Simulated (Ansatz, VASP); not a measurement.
## BN: VASP beside Ansatz

```
CELL_PARAMETERS angstrom
2.34962 0.00000 0.00000
-1.17481 2.03483 0.00000
0.00000 0.00000 4.56500
ATOMIC_POSITIONS crystal
B 0.66667 0.33333 0.99972
B 0.33333 0.66667 0.49972
N 0.66667 0.33333 0.62528
N 0.33333 0.66667 0.12528
```

Change from the starting cell: strain -0.080 along x and y, +0.080 along z, atoms carried along.

Alike in both runs: task single point; functional PBE; k mesh 12 × 12 × 6; occupations gaussian, width 0.05 eV; no spin polarisation.

|  | VASP | Ansatz |
| --- | --- | --- |
| version | VASP 6.6.1 | Ansatz 0.2.0 |
| potentials or method | VASP PAW PBE potentials, release 64 (B, N), cutoff 520 eV | scalar-relativistic, plane waves, PAW |
| valence electrons in the cell | 16 | 16 |

|  | VASP | Ansatz | Ansatz less VASP |
| --- | --- | --- | --- |
| gap on the k mesh at the Fermi level (eV) | 3.55 | 3.56 | +0.005 |
| least direct gap on the mesh (eV) | 3.55 | 3.56 | +0.005 |
| pressure (GPa) | 53.2 | 52.6 | -0.55 |
| traceless stress, the component that is largest in VASP (GPa) | -116.37 | -115.70 | +0.679 |
| rms of the force components (eV/Å) | 0.098 | 0.116 | +0.0171 |

Atom by atom the forces differ by 0.017 eV/Å (rms over components). Both programs put the cell under a high pressure, so it lies far from rest at this level.
